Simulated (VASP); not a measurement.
Set up this calculation in VASP 6.6.1, as the native input.

```
Task                               : single point
Functional                         : HF
Potentials or basis                : VASP PAW PBE potentials, release 64 (Os)
Cutoff                             : 520 eV
k mesh                             : 6 × 6 × 3
Occupations                        : fermi-dirac, width 0.05 eV
Spin                               : no spin polarisation
Dipole correction                  : no
Grid for exact exchange (PRECFOCK) : Normal
Further INCAR settings             : ALGO = Normal; EDIFF = 1e-06; NBANDS = 15
Share of exact exchange            : 1
```

Os:

```
CELL_PARAMETERS angstrom
2.73410 0.00000 0.00000
-1.36705 2.36780 0.00000
0.00000 0.00000 4.31970
ATOMIC_POSITIONS crystal
Os 0.66667 0.33333 0.75000
Os 0.33333 0.66667 0.25000
```

One way to write it, as run:

POSCAR

```
Os
1.0
    2.7341000000      0.0000000000      0.0000000000
   -1.3670500000      2.3678000565      0.0000000000
    0.0000000000      0.0000000000      4.3197000000
Os
2
Direct
    0.6666666667      0.3333333333      0.7500000000
    0.3333333333      0.6666666667      0.2500000000
```

INCAR.step1

```
PREC     = Accurate       # precision mode
ENCUT    = 520            # plane-wave cutoff, eV
EDIFF    = 1E-5           # SCF threshold, eV
ISMEAR   = -1             # smearing method
SIGMA    = 0.05           # smearing width, eV
LREAL    = F              # projectors in reciprocal space
LASPH    = T              # aspherical terms in the spheres
NELM     = 60             # most SCF steps
ALGO     = Normal         # electronic algorithm
ISIF     = 2              # what is computed and relaxed
LWAVE    = T              # write WAVECAR
LCHARG   = F              # write CHGCAR
NBANDS   = 15             # bands
GGA      = PE             # functional
```

INCAR.step2

```
PREC     = Accurate       # precision mode
ENCUT    = 520            # plane-wave cutoff, eV
EDIFF    = 1E-6           # SCF threshold, eV
ISMEAR   = -1             # smearing method
SIGMA    = 0.05           # smearing width, eV
LREAL    = F              # projectors in reciprocal space
LASPH    = T              # aspherical terms in the spheres
NELM     = 60             # most SCF steps
ALGO     = Normal         # electronic algorithm
ISIF     = 2              # what is computed and relaxed
LWAVE    = F              # write WAVECAR
LCHARG   = F              # write CHGCAR
GGA      = PE             # functional
LHFCALC  = T              # exact exchange
AEXX     = 1.0            # exact-exchange fraction
ALDAC    = 0.0          
AGGAC    = 0.0          
PRECFOCK = Normal       
NBANDS   = 15             # bands
ISTART   = 1
```

KPOINTS

```
regular mesh
0
Gamma
  6 6 3
```

Potentials or basis: VASP PAW PBE potentials, release 64 (Os).

The run is started by

```sh
$ cat potpaw_PBE.64/Os/POTCAR > POTCAR
$ cp INCAR.step1 INCAR
$ mpirun -np 1 vasp_std > vasp.out
$ cp INCAR.step2 INCAR
$ mpirun -np 1 vasp_std > vasp.out
```

It gave:

```yaml
Pressure: -4.8 GPa
Band_gap_on_the_k_mesh: zero (bands 8 and 9 overlap by 10.31 eV)
```

Caveat: the k points lie up to 0.48 Å⁻¹ apart, too coarse for converged energies and pressures of a metal; the PAW data sets were made with another functional, which shifts forces and pressure a little; spin-orbit coupling is left out, which moves the levels of the heavy elements.

Run time: 36 min on 1 thread of Intel Xeon 8259CL, with other jobs on the host, peak memory 0.16 GiB.
